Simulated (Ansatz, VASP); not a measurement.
## Two plane-wave programs on Sr

INCAR

```
PREC     = Accurate       # precision mode
ENCUT    = 520            # plane-wave cutoff, eV
EDIFF    = 1E-8           # SCF threshold, eV
ISMEAR   = -1             # smearing method
SIGMA    = 0.08           # smearing width, eV
LREAL    = F              # projectors in reciprocal space
LASPH    = T              # aspherical terms in the spheres
NELM     = 60             # most SCF steps
ALGO     = Normal         # electronic algorithm
ISIF     = 2              # what is computed and relaxed
LWAVE    = F              # write WAVECAR
LCHARG   = F              # write CHGCAR
GGA      = CA             # functional
LEFG     = T            
NBANDS   = 17             # bands
```

File KPOINTS:

```
regular mesh
0
Gamma
  10 10 5
```

POSCAR

```
Sr
1.0
    4.3945314897      0.0000000000      0.0000000000
   -2.1972657449      3.8057759077      0.0000000000
    0.0000000000      0.0000000000      7.1882703981
Sr
2
Direct
    0.3333333333      0.6666666667      0.2500000000
    0.6666666667      0.3333333333      0.7500000000
```

Input for Ansatz:

```yaml
crystal:
  lattice:
    - [4.3945314897, 0.0, 0.0]
    - [-2.1972657449, 3.8057759077, 0.0]
    - [0.0, 0.0, 7.1882703981]
  atoms:
    - { symbol: Sr, position: [0.3333333333, 0.6666666667, 0.25] }
    - { symbol: Sr, position: [0.6666666667, 0.3333333333, 0.75] }
kpoints:
  mp_grid: { grid: [10, 10, 5] }
scf:
  occupations: { method: fermi_dirac, width: 0.08 }
hamiltonian:
  xc: lda
  pseudopotentials: { kind: paw }
output:
  forces: true
  stress: true
  eigenvalues: true
  efg: { contact_densities: true }
```

Change from the starting cell: volume scaled by 1.06, PAW files.

Alike in both runs: task electric field gradients; functional LDA; k mesh 10 × 10 × 5; occupations fermi-dirac, width 0.08 eV; no spin polarisation.

|  | VASP | Ansatz |
| --- | --- | --- |
| version | VASP 6.6.1 | Ansatz 0.2.0 |
| potentials or method | VASP PAW LDA potentials, release 64 (Sr_sv) | PAW with Ansatz's default frozen-core files, scalar-relativistic |
| plane-wave cutoff (eV) | 520 | 420 |
| valence electrons in the cell | 20 | 20 |

|  | VASP | Ansatz | Ansatz less VASP |
| --- | --- | --- | --- |
| pressure (GPa) | -2.0 | -2.0 | +0.01 |
| size of Vzz on the site where it differs most (V/Å²) | 2.8 | 3.0 | +0.19 |

LDA's correlation is that of Perdew and Zunger in VASP and of Perdew and Wang (1992) in Ansatz.
